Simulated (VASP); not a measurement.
Here is a VASP 6.6.1 calculation.

The input POSCAR:

```
Au
1.0
    0.0000000000      1.9934577312      1.9934577312
    1.9934577312      0.0000000000      1.9934577312
    1.9934577312      1.9934577312      0.0000000000
Au
1
Direct
    0.0000000000      0.0000000000      0.0000000000
```

INCAR.step1

```
SYSTEM = Au
  PREC = Accurate
  ENCUT = 520
  ISMEAR = -1
  SIGMA = 0.05
  LREAL = .FALSE.
  LASPH = .TRUE.
  NELM = 60
  NBANDS = 12
  GGA = PE
  ALGO = Normal
  EDIFF = 1E-4
  LWAVE = .TRUE.
  LCHARG = .FALSE.
```

File INCAR.step2:

```
SYSTEM = Au
  PREC = Accurate
  ENCUT = 520
  EDIFF = 1E-6
  ISMEAR = -1
  SIGMA = 0.05
  LREAL = .FALSE.
  LASPH = .TRUE.
  NELM = 60
  ALGO = Normal
  ISIF = 2
  LWAVE = .FALSE.
  LCHARG = .TRUE.
  METAGGA = R2SCAN
  LMIXTAU = .TRUE.
  LUSE_VDW = .TRUE.
  IVDW_NL = 2
  BPARAM = 11.95
  CPARAM = 0.0093
  LELF = .TRUE.
  LVHAR = .TRUE.
  NBANDS = 12
  ISTART = 1
```

The input KPOINTS:

```
Automatic mesh
0
G
  11 11 11
  0 0 0
```

Potentials or basis: VASP PAW PBE potentials, release 64 (Au).

Command:

```console
$ cat potpaw_PBE.64/Au/POTCAR > POTCAR
$ cp INCAR.step1 INCAR
$ mpirun -np 1 vasp_std > vasp.out
$ cp INCAR.step2 INCAR
$ mpirun -np 1 vasp_std > vasp.out
```

Question: What does it give for the pressure?

Answer: 19.6 GPa.

Caveat: the PAW data sets were made with another functional, which shifts forces and pressure a little.
